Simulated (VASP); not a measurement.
# Si (a cell with a defect) in VASP: single point with PBE+D3(BJ)

Aim: the single point of Si (a cell with a defect) with PBE+D3(BJ).

All numbers are computed with VASP 6.6.1; they aren't measurements. Logs are shortened: lines on timing, memory, paths and dates and some standing lists are left out, and cuts for length are marked.

## (1) The cell of the first run

The cell holds a defect, 63 atoms: a = 10.860 Å, b = 10.860 Å, c = 10.860 Å, α = 90.00°, β = 90.00°, γ = 90.00°.

## (2) Single point, PBE+D3(BJ), collinear spin

INCAR reads:

```
SYSTEM = Si
PREC = Accurate ; ENCUT = 520
EDIFF = 1E-6 ; ISMEAR = 0
SIGMA = 0.05 ; LREAL = Auto
LASPH = .True. ; NELM = 150
ALGO = Normal ; ISIF = 2
LWAVE = .False. ; LCHARG = .False.
ISPIN = 2 ; MAGMOM = 0 0 0 0 0 0 0 0 0 0 0 0 0 0 0 0 0 0 0 0 0 0 0 0 0 0 0.11 0 0 0 0 0 0 0 0 0 0 0 0 0 0 0 0 0 0 0 0 0 0 0 0 0 0 0 0 0 0.1 0 0 0 0 0 0
LORBIT = 11 ; GGA = PE
IVDW = 12 ; NELECT = 251.0
NBANDS = 167
```

KPOINTS reads:

```
regular mesh
0
Gamma
  1 1 1
  0 0 0
```

POSCAR reads:

```
Si
1.0
   10.8600000000      0.0000000000      0.0000000000
    0.0000000000     10.8600000000      0.0000000000
    0.0000000000      0.0000000000     10.8600000000
Si
63
Direct
    0.4979708103      0.0016656538     -0.0000411602
    0.6251636280      0.1237892265      0.1264272560
    0.7495620626      0.2488742173     -0.0008227440
    0.8825686924      0.3728054328      0.1168445672
    0.7512524862     -0.0025111418      0.2489348066
    0.8735091160      0.1239125230      0.3749600368
    0.0001633517     -0.0003419890     -0.0001788214
    0.1249067219      0.1246790976      0.1254569061
    0.2379029466      0.2621897790      0.0026468692
    0.3758492634      0.3745108656      0.1258188766
    0.5000295580      0.4997278085     -0.0002214549
    0.6270844383      0.6232988950      0.1233968692
    0.7554068140      0.7441643646     -0.0016366483
    0.8767195212      0.8723170350      0.1232592081
    0.2509858195      0.0001394107      0.2506686004
    0.3743590239      0.1256251381      0.3771829650
    0.5003250460      0.2482923573      0.2508480663
    0.6257127993      0.3745193370      0.3742675875
    0.7549041436      0.4980974217      0.2448790055
    0.8768391344      0.6230744936      0.3723727440
    0.5000657459     -0.0002328729      0.4999843462
    0.6228179558      0.1257227440      0.6255324125
    0.7493697974      0.2486015654      0.4999803867
    0.8746307551      0.3746325967      0.6245295580
    0.7495439227      0.0002997238      0.7488166667
    0.8747986188      0.1248018416      0.8749172192
    0.0873636280      0.4164451197     -0.0851682320
    0.1277216390      0.6142942910      0.1139039595
    0.2513430939      0.7501802026     -0.0012188766
    0.3757673112      0.8750584715      0.1268157459
    0.0006142726      0.2490524862      0.2501254144
    0.1250309392      0.3748721915      0.3750462247
    0.2512268877      0.4988083794      0.2501760589
    0.3760602210      0.6266895028      0.3750272560
    0.5022467772      0.7489088398      0.2489892265
    0.6253107735      0.8747765193      0.3745787293
    0.0001803867      0.0012853591      0.5018078269
    0.1231772560      0.1317513812      0.6316452118
    0.2487009208      0.2511034991      0.5025361878
    0.3676150092      0.3768523020      0.6321508287
    0.4977444751      0.4993594843      0.5024173112
    0.6253321363      0.6266221915      0.6237151934
    0.7512925414      0.7488056169      0.4973562615
    0.8731813996      0.8748353591      0.6241086556
    0.2488197974      0.0025498158      0.7510402394
    0.3680340700      0.1318252302      0.8767675875
    0.4971744015      0.2510029466      0.7510718232
    0.6245177716      0.3747278085      0.8747969613
    0.7498408840      0.4987154696      0.7490732044
    0.8834822284      0.6162932781      0.8726274401
    0.0018494475      0.7428760589      0.2430543278
    0.1253604972      0.8734203499      0.3730407919
    0.0002396869      0.4997048803      0.4998750460
    0.1252997238      0.6257379374      0.6241444751
    0.2510779006      0.7507158379      0.4996377532
    0.3742930018      0.8770930939      0.6254885820
   -0.0019574586      0.2625955801      0.7626628913
    0.2378399632      0.5030525783      0.7623958564
    0.3761794659      0.6259833333      0.8744125230
    0.5005349908      0.7507591160      0.7484016575
    0.6261332413      0.8742546041      0.8741646409
    0.0010763352      0.7498377532      0.7491406998
    0.1251857274      0.8752631676      0.8747734807
```

Potentials or basis: VASP PAW PBE potentials, release 64 (Si).

Command:

```bash
> cat potpaw_PBE.64/Si/POTCAR > POTCAR
> mpirun -np 1 vasp_gam > vasp.out
```

OUTCAR:

```text
SYSTEM = Si
   PREC = Accurate
   ENCUT = 520
   EDIFF = 1E-6
   ISMEAR = 0
   LREAL = Auto
   LASPH = .True.
   NELM = 150
   ISIF = 2
   ISPIN = 2
   LORBIT = 11
   GGA = PE
   IVDW = 12
   NELECT = 251.0
 IVDW          = 12

 ion  position               nearest neighbor table
   1  0.498  0.002  1.000-  30 2.36   2 2.36  61 2.39  46 2.40
   2  0.625  0.124  0.126-  17 2.34   5 2.35   1 2.36   3 2.36
   3  0.750  0.249  0.999-  26 2.34   4 2.35  48 2.35   2 2.36
   4  0.883  0.373  0.117-   3 2.35  31 2.35  19 2.39
   5  0.751  0.997  0.249-  36 2.35   6 2.35   2 2.35  14 2.36
   6  0.874  0.124  0.375-  23 2.34   5 2.35  37 2.36  31 2.36
   7  0.000  1.000  1.000-  14 2.35  63 2.35   8 2.35  26 2.35
   8  0.125  0.125  0.125-  31 2.34   9 2.35   7 2.35  15 2.36
   9  0.238  0.262  0.003-   8 2.35  10 2.35  46 2.42  27 2.53
  10  0.376  0.375  0.126-  33 2.34   9 2.35  11 2.35  17 2.36
[... 14 lines left out ...]
  25  0.750  0.000  0.749-  44 2.34  61 2.35  22 2.35  26 2.36
  26  0.875  0.125  0.875-   3 2.34  57 2.35   7 2.35  25 2.36
  27  0.087  0.416  0.915-  58 2.51   9 2.53  57 2.54  28 3.08  50 3.13
  28  0.128  0.614  0.114-  29 2.35  33 2.36  51 2.41  27 3.08
  29  0.251  0.750  0.999-  59 2.34  63 2.35  28 2.35  30 2.37
  30  0.376  0.875  0.127-  15 2.34  35 2.35   1 2.36  29 2.37
  31  0.001  0.249  0.250-   8 2.34  32 2.35   4 2.35   6 2.36
  32  0.125  0.375  0.375-  53 2.35  39 2.35  33 2.35  31 2.35
  33  0.251  0.499  0.250-  10 2.34  32 2.35  28 2.36  34 2.37
[... 28 lines left out ...]
  62  0.001  0.750  0.749-  54 2.34  50 2.35  63 2.35  44 2.37
  63  0.125  0.875  0.875-   7 2.35  45 2.35  62 2.35  29 2.35

  LATTYP: Found a simple cubic cell.
 ALAT       =    10.8600000000

  Lattice vectors:

 A1 = (  10.8600000000,   0.0000000000,   0.0000000000)
 A2 = (   0.0000000000,  10.8600000000,   0.0000000000)
 A3 = (   0.0000000000,   0.0000000000,  10.8600000000)

Analysis of symmetry for initial positions (statically):
=====================================================================
 Subroutine PRICEL returns:
 Original cell was already a primitive cell.

 Routine SETGRP: Setting up the symmetry group for a
 simple cubic supercell.

 Subroutine GETGRP returns: Found  1 space group operations
 (whereof  1 operations were pure point group operations)
 out of a pool of 48 trial point group operations.

The static configuration has the point symmetry C_1 .

Analysis of symmetry for dynamics (positions and initial velocities):
=====================================================================
 Subroutine PRICEL returns:
 Original cell was already a primitive cell.

 Routine SETGRP: Setting up the symmetry group for a
 simple cubic supercell.

 Subroutine GETGRP returns: Found  1 space group operations
 (whereof  1 operations were pure point group operations)
 out of a pool of 48 trial point group operations.

The dynamic configuration has the point symmetry C_1 .

Analysis of structural, dynamic, and magnetic symmetry:
[... 261 lines left out ...]
 cond. band min:       6.1564543275   @ k =   0.0000   0.0000   0.0000
 fundamental gap:      0.0214468001
 Fermi energy:         6.1457088506

 spin component 1

 k-point     1 :       0.0000    0.0000    0.0000
  band No.  band energies     occupation
      1      -6.1767      1.00000
      2      -5.1364      1.00000
      3      -5.1338      1.00000
      4      -5.1118      1.00000
      5      -5.1098      1.00000
      6      -5.0787      1.00000
[... 129 lines left out ...]
    136       6.8857      0.00000
    137       6.9259      0.00000
 Fermi energy:         6.1457088506

 spin component 2

 k-point     1 :       0.0000    0.0000    0.0000
  band No.  band energies     occupation
      1      -6.1647      1.00000
      2      -5.1229      1.00000
      3      -5.1186      1.00000
      4      -5.1007      1.00000
      5      -5.0991      1.00000
      6      -5.0732      1.00000
[... 129 lines left out ...]
    136       6.8962      0.00000
    137       6.9391      0.00000
 [bands above 137 left out]

------------------------ aborting loop because EDIFF is reached ----------------------------------------

 Edisp (eV)  -19.95627

 E6    (eV) :   -11.6845

 E8    (eV) :    -8.2718

  FORCE on cell =-STRESS in cart. coord.  units (eV):
  Direction    XX          YY          ZZ          XY          YZ          ZX
  --------------------------------------------------------------------------------------
  -------------------------------------------------------------------------------------
  Total     -16.88448   -17.55755   -17.67949     4.05715    -4.02559     2.64237
  in kB     -21.12073   -21.96267   -22.11520     5.07507    -5.03559     3.30533
  external pressure =      -21.73 kB  Pullay stress =        0.00 kB

 VOLUME and BASIS-vectors are now :
 -----------------------------------------------------------------------------
  energy-cutoff  :      520.00
  volume of cell :     1280.82
      direct lattice vectors                 reciprocal lattice vectors
    10.860000000  0.000000000  0.000000000     0.092081031  0.000000000  0.000000000
     0.000000000 10.860000000  0.000000000     0.000000000  0.092081031  0.000000000
     0.000000000  0.000000000 10.860000000     0.000000000  0.000000000  0.092081031

 POSITION                                       TOTAL-FORCE (eV/Angst)
 -----------------------------------------------------------------------------------
      5.40796      0.01809     10.85955        -0.012971      0.008448      0.001098
      6.78928      1.34435      1.37300        -0.003710      0.002812      0.007909
      8.14024      2.70277     10.85107         0.005606      0.011319     -0.001388
      9.58470      4.04867      1.26893        -0.040929      0.018065      0.033600
      8.15860     10.83273      2.70343         0.001393      0.006742     -0.001186
      9.48631      1.34569      4.07207        -0.008857      0.006343     -0.001043
[... 55 lines left out ...]
      0.01169      8.14324      8.13567         0.008115     -0.011619      0.014962
      1.35952      9.50536      9.50004        -0.003946      0.001252      0.003818
 -----------------------------------------------------------------------------------
    total drift:                                0.012343     -0.013570     -0.000585

  FREE ENERGIE OF THE ION-ELECTRON SYSTEM (eV)
  ---------------------------------------------------
  free  energy   TOTEN  =      -357.9674152979 eV

  energy  without entropy=     -357.9404133315  energy(sigma->0) =     -357.95391431

 total charge

# of ion       s       p       d       tot
------------------------------------------
    1        0.746   0.926   0.000   1.672
    2        0.743   0.945   0.000   1.688
    3        0.741   0.949   0.000   1.691
    4        0.779   0.852   0.000   1.631
    5        0.739   0.954   0.000   1.693
    6        0.743   0.945   0.000   1.688
[... 55 lines left out ...]
   62        0.742   0.948   0.000   1.689
   63        0.738   0.958   0.000   1.696
--------------------------------------------------
tot         46.844  59.031   0.000 105.874

 magnetization (x)

# of ion       s       p       d       tot
------------------------------------------
    1        0.000   0.006   0.000   0.006
    2        0.001   0.009   0.000   0.009
    3        0.001   0.009   0.000   0.009
    4        0.019   0.065   0.000   0.084
    5       -0.000   0.001   0.000   0.001
    6        0.001   0.008   0.000   0.009
[... 55 lines left out ...]
   62        0.001   0.007   0.000   0.007
   63       -0.000  -0.001   0.000  -0.001
--------------------------------------------------
tot          0.062   0.322   0.000   0.384
```

Run time: 25 min. Hardware: 1 thread of Intel Xeon 8259CL, shared host; peak memory 1.4 GiB.

Results:

- Free energy: -357.9674 eV
- Largest force: 0.569 eV/Å
- Net moment: 1.00 μB per cell
- Site moments: Si +0.01, +0.08, +0.00, -0.00, -0.01, +0.06, +0.05 (each value once) μB
- Valence electrons inside the program's atomic spheres: Si 1.67, 1.69, 1.63, 1.70, 1.65, 1.52, 1.62, 1.64 (each value once)
- Dispersion energy per atom: -0.317 eV

Forces on the atoms (eV/Å):
```
Si  -0.013  0.008  0.001
Si  -0.004  0.003  0.008
Si   0.006  0.011 -0.001
Si  -0.041  0.018  0.034
Si   0.001  0.007 -0.001
Si  -0.009  0.006 -0.001
Si   0.001  0.006  0.000
Si   0.005  0.015 -0.008
Si  -0.019  0.024 -0.009
Si  -0.010 -0.010 -0.006
Si  -0.006 -0.004 -0.002
Si  -0.007 -0.004  0.000
Si  -0.015  0.016  0.005
Si   0.001  0.006 -0.001
Si  -0.011  0.011 -0.005
Si  -0.004  0.001  0.000
Si  -0.009  0.018 -0.002
Si  -0.007 -0.012  0.008
Si  -0.018  0.010  0.018
Si   0.000 -0.004  0.006
Si   0.000 -0.002  0.003
Si  -0.001  0.002  0.004
Si   0.004  0.016  0.008
Si   0.006 -0.004  0.013
Si   0.005  0.011  0.014
Si   0.007  0.016 -0.001
Si   0.320 -0.334 -0.331
Si  -0.030  0.037  0.034
Si  -0.011 -0.009 -0.005
Si  -0.011 -0.007  0.004
Si   0.003  0.011 -0.008
Si  -0.005  0.004  0.001
Si  -0.011 -0.004 -0.012
Si  -0.008  0.003 -0.004
Si  -0.003  0.002  0.001
Si  -0.002  0.003  0.003
Si   0.000  0.011  0.014
Si  -0.002  0.016  0.015
Si  -0.003  0.007  0.007
Si  -0.007 -0.004  0.007
Si  -0.012  0.002  0.012
Si   0.000  0.006  0.005
Si   0.001 -0.001  0.004
Si  -0.008 -0.007  0.010
Si  -0.003  0.011  0.005
Si  -0.009  0.009 -0.001
Si  -0.006  0.007  0.005
Si   0.001  0.004  0.005
Si   0.012 -0.004  0.015
Si  -0.041  0.037  0.021
Si  -0.002  0.017  0.017
Si   0.002  0.006  0.005
Si   0.002 -0.003  0.007
Si   0.007 -0.007  0.011
Si  -0.011 -0.001  0.007
Si  -0.004 -0.001  0.002
Si   0.006  0.034  0.030
Si  -0.010 -0.001  0.012
Si  -0.010 -0.009 -0.007
Si  -0.008 -0.001  0.015
Si  -0.005  0.008 -0.006
Si   0.008 -0.012  0.015
Si  -0.004  0.001  0.004
```

Caveat: the k points lie up to 0.58 Å⁻¹ apart; the cell carries a net charge on a neutralising background, which shifts energy and pressure; the cell is charged against a uniform background, so pressure and absolute levels hang on convention.
